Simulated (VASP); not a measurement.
# PbSe (Clausthalite) (Fm-3m) in VASP: settings compared

The runs below take PbSe (Clausthalite) through single point, with RPBE, PBEsol, LDA.

All numbers are computed with VASP 6.6.1; they aren't measurements. Logs are shortened: lines on timing, memory, paths and dates and some standing lists are left out, and cuts for length are marked.

### 1 The cell of the first run

Symmetry: Fm-3m, No. 225, cubic system. The conventional cell has a = 6.121 Å, b = 6.121 Å, c = 6.121 Å, α = 90.00°, β = 90.00°, γ = 90.00°. Within 4.0 Å of Pb (site symmetry m-3m) lie 6 Se at 3.06 Å. Se (site symmetry m-3m) has 6 Pb at 3.06 Å within 4.0 Å.

### 2 Single point, RPBE

File INCAR:

```
PREC = Accurate
ENCUT = 500
EDIFF = 1E-6
ISMEAR = 0
SIGMA = 0.01
LREAL = False
LASPH = True
NELM = 120
ALGO = Normal
ISIF = 2
LWAVE = False
LCHARG = False
GGA = RP
NBANDS = 17
GGA_COMPAT = False
```

File KPOINTS:

```
Automatic mesh
0
Gamma
  5 5 5
```

File POSCAR:

```
PbSe
1.0
    0.0000000000      3.0606500000      3.0606500000
    3.0606500000      0.0000000000      3.0606500000
    3.0606500000      3.0606500000      0.0000000000
Pb Se
1 1
Direct
    0.0000000000      0.0000000000      0.0000000000
    0.5000000000      0.5000000000      0.5000000000
```

Potentials or basis: VASP PAW PBE potentials, release 64 (Pb_d, Se).

On the command line:

```
$ cat potpaw_PBE.64/Pb_d/POTCAR potpaw_PBE.64/Se/POTCAR > POTCAR
$ mpirun -np 1 vasp_std > vasp.out
```

OUTCAR:

```text
PREC = Accurate
   ENCUT = 500
   EDIFF = 1E-6
   ISMEAR = 0
   LREAL = False
   LASPH = True
   NELM = 120
   ISIF = 2
   GGA = RP

 ion  position               nearest neighbor table
   1  0.000  0.000  0.000-   2 3.06   2 3.06   2 3.06   2 3.06   2 3.06   2 3.06
   2  0.500  0.500  0.500-   1 3.06   1 3.06   1 3.06   1 3.06   1 3.06   1 3.06

  LATTYP: Found a face centered cubic cell.
 ALAT       =     6.1213000000

  Lattice vectors:

 A1 = (   0.0000000000,   3.0606500000,   3.0606500000)
 A2 = (   3.0606500000,   0.0000000000,   3.0606500000)
 A3 = (   3.0606500000,   3.0606500000,   0.0000000000)

Analysis of symmetry for initial positions (statically):
=====================================================================
 Subroutine PRICEL returns:
 Original cell was already a primitive cell.

 Routine SETGRP: Setting up the symmetry group for a
 face centered cubic supercell.

 Subroutine GETGRP returns: Found 48 space group operations
 (whereof 48 operations were pure point group operations)
 out of a pool of 48 trial point group operations.

The static configuration has the point symmetry O_h .

Analysis of symmetry for dynamics (positions and initial velocities):
=====================================================================
 Subroutine PRICEL returns:
 Original cell was already a primitive cell.

 Routine SETGRP: Setting up the symmetry group for a
 face centered cubic supercell.

 Subroutine GETGRP returns: Found 48 space group operations
 (whereof 48 operations were pure point group operations)
 out of a pool of 48 trial point group operations.

The dynamic configuration has the point symmetry O_h .

 Subroutine INISYM returns: Found 48 space group operations
 (whereof 48 operations are pure point group operations),
 and found     1 'primitive' translations

----------------------------------------------------------------------------------------

                                     Primitive cell

  volume of cell :      57.3418

  direct lattice vectors                    reciprocal lattice vectors
     0.000000000  3.060650000  3.060650000    -0.163363991  0.163363991  0.163363991
     3.060650000  0.000000000  3.060650000     0.163363991 -0.163363991  0.163363991
     3.060650000  3.060650000  0.000000000     0.163363991  0.163363991 -0.163363991

  length of vectors
     4.328412740  4.328412740  4.328412740     0.282954733  0.282954733  0.282954733

  position of ions in fractional coordinates (direct lattice)
     0.000000000  0.000000000  0.000000000
     0.500000000  0.500000000  0.500000000

  ion indices of the primitive-cell ions
   primitive index   ion index
                 1           1
                 2           2

----------------------------------------------------------------------------------------

 KPOINTS: Automatic mesh

Automatic generation of k-mesh.
 Grid dimensions read from file:
 generate k-points for:    5    5    5

 Generating k-lattice:

  Cartesian coordinates                     Fractional coordinates (reciprocal lattice)
    -0.032672798  0.032672798  0.032672798     0.200000000  0.000000000  0.000000000
     0.032672798 -0.032672798  0.032672798     0.000000000  0.200000000  0.000000000
     0.032672798  0.032672798 -0.032672798     0.000000000  0.000000000  0.200000000

  Length of vectors
     0.056590947  0.056590947  0.056590947

  Shift w.r.t. Gamma in fractional coordinates (k-lattice)
     0.000000000  0.000000000  0.000000000

 Subroutine IBZKPT returns following result:
 ===========================================

 Found     10 irreducible k-points:

 Following reciprocal coordinates:
            Coordinates               Weight
  0.000000  0.000000  0.000000      1.000000
  0.200000  0.000000  0.000000      8.000000
  0.400000  0.000000  0.000000      8.000000
  0.200000  0.200000  0.000000      6.000000
  0.400000  0.200000  0.000000     24.000000
 -0.400000  0.200000  0.000000     24.000000
 -0.200000  0.200000  0.000000     12.000000
  0.400000  0.400000  0.000000      6.000000
 -0.400000  0.400000  0.000000     12.000000
 -0.400000  0.400000  0.200000     24.000000
   k-points           NKPTS =     10   k-points in BZ     NKDIM =     10   number of bands    NBANDS=     17
   number of dos      NEDOS =    301   number of ions     NIONS =      2
   total plane-waves  NPLWV =  32768
   dimension x,y,z NGX =    32 NGY =   32 NGZ =   32
   dimension x,y,z NGXF=    64 NGYF=   64 NGZF=   64
   ions per type =               1   1
   NGX,Y,Z   is equivalent  to a cutoff of  12.29, 12.29, 12.29 a.u.
   NGXF,Y,Z  is equivalent  to a cutoff of  24.58, 24.58, 24.58 a.u.
 SYSTEM =  unknown system
   PREC   = accura    normal or accurate (medium, high low for compatibility)
   ISTART =      0    job   : 0-new  1-cont  2-samecut
   ICHARG =      2    charge: 1-file 2-atom 10-const
   ISPIN  =      1    spin polarized calculation?
   LNONCOLLINEAR =      F non collinear calculations
   LSORBIT =      F    spin-orbit coupling
   LASPH  =      T    aspherical Exc in radial PAW
   ENCUT  =  500.0 eV  36.75 Ry    6.06 a.u.   7.89  7.89  7.89*2*pi/ulx,y,z
   NELM   =    120;   NELMIN=  2; NELMDL= -5     # of ELM steps
   EDIFF  = 0.1E-05   stopping-criterion for ELM
   LREAL  =      F    real-space projection
   EDIFFG = 0.1E-04   stopping-criterion for IOM
   NSW    =      0    number of steps for IOM
   IBRION =     -1    ionic relax: 0-MD 1-quasi-New 2-CG
   NFREE  =      0    steps in history (QN), initial steepest desc. (CG)
   ISIF   =      2    stress and relaxation
   ISYM   =      2    0-nonsym 1-usesym 2-fastsym
   POTIM  = 0.5000    time-step for ionic-motion
   TEBEG  =    0.0;   TEEND  =   0.0 temperature during run
   PSTRESS=    0.0 pullay stress
   NELECT =      20.0000    total number of electrons
   NUPDOWN=      -1.0000    fix difference up-down
   EMIN   =  10.00;   EMAX   =-10.00  energy-range for DOS
   EFERMI =   0.00;   METHOD = LEGACY
   ISMEAR =     0;   SIGMA  =   0.01  broadening in eV -4-tet -1-fermi 0-gaus
   EFERMI_NEDOS =   21; number of points for ismear=-14 and -15
   IALGO  =     38    algorithm
   IMIX   =      4    mixing-type and parameters
     AMIX     =   0.40;   BMIX     =  1.00
     AMIX_MAG =   1.60;   BMIX_MAG =  1.00
  volume/ion in A,a.u.               =      28.67       193.48
  Fermi-wavevector in a.u.,A,eV,Ry     =   1.152377  2.177676 18.068159  1.327972
  Thomas-Fermi vector in A             =   2.289028
   LORBIT       =      0    0 simple, 1 ext, 2 COOP (PROOUT), +10 PAW based schemes
   GGA     = RP    functional components
   LHFCALC =     F    Hartree Fock is set to
   AEXX    =    0.0000 exact exchange contribution
   IVDW    =     0    specifies the selected vdW correction
   LEPSILON=     F    determine dielectric tensor
   LRPA    =     F    only Hartree local field effects (RPA)
 non-spin polarized calculation
 Gauss-broadening in eV      SIGMA  =   0.01
  energy-cutoff  :      500.00
  volume of cell :       57.34
 maximum number of plane-waves:      1476
   NGX = 15   NGY = 15   NGZ = 15

 number of electron      20.0000000 magnetization

 Free energy of the ion-electron system (eV)
  ---------------------------------------------------
  ext. energy  EPLUGINS =         0.00000000
  ---------------------------------------------------
  free energy    TOTEN  =        -7.47372012 eV

  energy without entropy =       -7.47372012  energy(sigma->0) =       -7.47372012

 E-fermi :   4.8787     XC(G=0):  -9.3854

 val. band max:        4.8333782305   @ k =   0.4000   0.0000   0.0000
 cond. band min:       6.0627709875   @ k =   0.4000   0.0000   0.0000
 fundamental gap:      1.2293927570
 Fermi energy:         4.8787312468

 k-point     1 :       0.0000    0.0000    0.0000
  band No.  band energies     occupation
      1     -11.7232      2.00000
      2     -11.7232      2.00000
      3     -11.7232      2.00000
      4     -11.7154      2.00000
      5     -11.7154      2.00000
      6      -8.3836      2.00000
[... 9 lines left out ...]
     16      11.7412      0.00000
     17      13.5082      0.00000

 k-point     2 :       0.2000    0.0000    0.0000
  band No.  band energies     occupation
      1     -11.7256      2.00000
      2     -11.7256      2.00000
      3     -11.7219      2.00000
      4     -11.7102      2.00000
      5     -11.7102      2.00000
      6      -8.0907      2.00000
[... 9 lines left out ...]
     16      12.5429      0.00000
     17      15.7180      0.00000

 k-point     3 :       0.4000    0.0000    0.0000
  band No.  band energies     occupation
      1     -11.7386      2.00000
      2     -11.7386      2.00000
      3     -11.7203      2.00000
      4     -11.6926      2.00000
      5     -11.6926      2.00000
      6      -7.4615      2.00000
[... 9 lines left out ...]
     16      14.5178      0.00000
     17      16.4238      0.00000

 k-point     4 :       0.2000    0.2000    0.0000
  band No.  band energies     occupation
      1     -11.7440      2.00000
      2     -11.7293      2.00000
      3     -11.7090      2.00000
      4     -11.7087      2.00000
      5     -11.7087      2.00000
      6      -7.9843      2.00000
[... 9 lines left out ...]
     16      13.9076      0.00000
     17      14.4079      0.00000

 k-point     5 :       0.4000    0.2000    0.0000
  band No.  band energies     occupation
      1     -11.7696      2.00000
      2     -11.7261      2.00000
      3     -11.7183      2.00000
      4     -11.6989      2.00000
      5     -11.6896      2.00000
      6      -7.4422      2.00000
[... 9 lines left out ...]
     16      15.5473      0.00000
     17      16.3893      0.00000

 k-point     6 :      -0.4000    0.2000    0.0000
  band No.  band energies     occupation
      1     -11.7650      2.00000
      2     -11.7293      2.00000
      3     -11.7135      2.00000
      4     -11.7000      2.00000
      5     -11.6910      2.00000
      6      -7.1686      2.00000
[... 9 lines left out ...]
     16      14.4967      0.00000
     17      16.8813      0.00000

 k-point     7 :      -0.2000    0.2000    0.0000
  band No.  band energies     occupation
      1     -11.7384      2.00000
      2     -11.7302      2.00000
      3     -11.7182      2.00000
      4     -11.7072      2.00000
      5     -11.6995      2.00000
      6      -7.6622      2.00000
[... 9 lines left out ...]
     16      14.7859      0.00000
     17      15.3506      0.00000

 k-point     8 :       0.4000    0.4000    0.0000
  band No.  band energies     occupation
      1     -11.8229      2.00000
      2     -11.7391      2.00000
      3     -11.6985      2.00000
      4     -11.6839      2.00000
      5     -11.6839      2.00000
      6      -7.1315      2.00000
[... 9 lines left out ...]
     16      16.2815      0.00000
     17      17.4097      0.00000

 k-point     9 :      -0.4000    0.4000    0.0000
  band No.  band energies     occupation
      1     -11.8179      2.00000
      2     -11.7302      2.00000
      3     -11.7067      2.00000
      4     -11.6876      2.00000
      5     -11.6833      2.00000
      6      -6.9495      2.00000
[... 9 lines left out ...]
     16      16.0337      0.00000
     17      17.8293      0.00000

 k-point    10 :      -0.4000    0.4000    0.2000
  band No.  band energies     occupation
      1     -11.7947      2.00000
      2     -11.7196      2.00000
      3     -11.7180      2.00000
      4     -11.6994      2.00000
      5     -11.6841      2.00000
      6      -7.0398      2.00000
[... 9 lines left out ...]
     16      16.5273      0.00000
     17      16.6120      0.00000

------------------------ aborting loop because EDIFF is reached ----------------------------------------

  FORCE on cell =-STRESS in cart. coord.  units (eV):
  Direction    XX          YY          ZZ          XY          YZ          ZX
  --------------------------------------------------------------------------------------
  -------------------------------------------------------------------------------------
  Total        1.4538876      1.4538876      1.4538876      0.0000000     -0.0000000      0.0000000
  in kB       40.6228510     40.6228510     40.6228510      0.0000000     -0.0000000      0.0000000
  external PRESSURE =      40.6228510 kB  Pullay stress =       0.0000000 kB

 VOLUME and BASIS-vectors are now :
 -----------------------------------------------------------------------------
  energy-cutoff  :      500.00
  volume of cell :       57.34
      direct lattice vectors                 reciprocal lattice vectors
     0.000000000  3.060650000  3.060650000    -0.163363991  0.163363991  0.163363991
     3.060650000  0.000000000  3.060650000     0.163363991 -0.163363991  0.163363991
     3.060650000  3.060650000  0.000000000     0.163363991  0.163363991 -0.163363991

 POSITION                                       TOTAL-FORCE (eV/Angst)
 -----------------------------------------------------------------------------------
      0.00000      0.00000      0.00000         0.000000      0.000000     -0.000000
      3.06065      3.06065      3.06065         0.000000      0.000000      0.000000
 -----------------------------------------------------------------------------------
    total drift:                                0.000000     -0.000000     -0.000000

  FREE ENERGIE OF THE ION-ELECTRON SYSTEM (eV)
  ---------------------------------------------------
  free  energy   TOTEN  =        -7.4737201207 eV

  energy  without entropy=       -7.4737201207  energy(sigma->0) =       -7.47372012
```

It took 8.5 s on 1 thread of Intel Xeon Platinum 8375C at 2.90GHz (Ice Lake), shared host; peak memory 0.17 GiB.

Results:

* Free energy: -7.4737 eV
* Pressure: 4.1 GPa

Levels at points of the mesh, in eV from the Fermi level:
```tsv
k point	band 6	band 7	band 8	band 9	band 10	band 11	band 12	band 13	band 14	band 15
(0.00, 0.00, 0.00)	-13.26	-5.95	-1.58	-1.58	-1.58	5.07	5.07	5.07	6.86	6.86
```

Caveat: this odd mesh misses L, where the gap lies, so gap, dielectric constants and Born charges aren't listed; the PAW data sets were made with another functional, which shifts forces and pressure a little; spin-orbit coupling is left out, which moves the levels of the heavy elements.

### 3 Single point, PBEsol

File INCAR:

```
ALGO = Normal
EDIFF = 1E-6
ENCUT = 500
GGA = PS
GGA_COMPAT = F
ISIF = 2
ISMEAR = 0
LASPH = T
LCHARG = F
LREAL = F
LWAVE = F
NBANDS = 17
NELM = 120
PREC = Accurate
SIGMA = 0.01
```

File KPOINTS:

```
k-points
0
Gamma
  5 5 5
```

POSCAR is that of step 2.

Potentials or basis: VASP PAW PBE potentials, release 64 (Pb_d, Se).

On the command line:

```
$ cat potpaw_PBE.64/Pb_d/POTCAR potpaw_PBE.64/Se/POTCAR > POTCAR
$ mpirun -np 1 vasp_std > vasp.out
```

Wall time 8.7 s (1 thread of Intel Xeon Platinum 8375C at 2.90GHz (Ice Lake), shared host); peak memory 0.17 GiB.

It converged, with:

```
Free energy : -8.9300 eV
Pressure    : -0.7 GPa
```

Levels at points of the mesh, in eV from the Fermi level:
```csv
k point,band 6,band 7,band 8,band 9,band 10,band 11,band 12,band 13,band 14,band 15
"(0.00, 0.00, 0.00)",-13.28,-6.00,-1.54,-1.54,-1.54,5.01,5.01,5.01,6.78,6.78
```

Caveat: this odd mesh misses L, where the gap lies, so gap, dielectric constants and Born charges aren't listed; the PAW data sets were made with another functional, which shifts forces and pressure a little; spin-orbit coupling is left out, which moves the levels of the heavy elements.

### 4 Single point, LDA

File INCAR:

```
PREC = Accurate
ENCUT = 500
EDIFF = 1E-6
ISMEAR = 0
SIGMA = 0.01
LREAL = False
LASPH = True
NELM = 120
ALGO = Normal
ISIF = 2
LWAVE = False
LCHARG = True
GGA = CA
LELF = True
LVHAR = True
NBANDS = 17
GGA_COMPAT = False
```

File KPOINTS:

```
regular mesh
0
Gamma
  5 5 5
```

POSCAR is that of step 3.

Potentials or basis: VASP PAW LDA potentials, release 64 (Pb_d, Se).

On the command line:

```
$ cat potpaw_LDA.64/Pb_d/POTCAR potpaw_LDA.64/Se/POTCAR > POTCAR
$ mpirun -np 1 vasp_std > vasp.out
```

Run time: 7.3 s. Hardware: 1 thread of Intel Xeon Platinum 8375C at 2.90GHz (Ice Lake), shared host; peak memory 0.15 GiB.

It converged, with:

- Free energy: -9.4592 eV
- Pressure: -2.2 GPa

Levels at points of the mesh, in eV from the Fermi level:
```csv
k point,band 7,band 8,band 9,band 10,band 11,band 12,band 13,band 14
"(0.00, 0.00, 0.00)",-6.04,-1.53,-1.53,-1.53,4.94,4.94,4.94,6.82
```

Caveat: this odd mesh misses L, where the gap lies, so gap, dielectric constants and Born charges aren't listed; spin-orbit coupling is left out, which moves the levels of the heavy elements.

### 5 Summary

| level | potentials or basis | pressure (GPa) |
| --- | --- | --- |
| RPBE | VASP PAW PBE potentials, release 64 (Pb_d, Se) | 4.1 |
| PBEsol | VASP PAW PBE potentials, release 64 (Pb_d, Se) | -0.7 |
| LDA | VASP PAW LDA potentials, release 64 (Pb_d, Se) | -2.2 |

Alike in all rows: task single point; no spin polarisation; cell as given; k mesh 5 × 5 × 5; cutoff (eV) 500; smearing gaussian 0.01 eV.

Caveats: spin-orbit coupling is left out, which moves the levels of the heavy elements; the PAW data sets were made with another functional, which shifts forces and pressure a little (some runs).

Absolute energies hang on the potentials; compare differences alone.
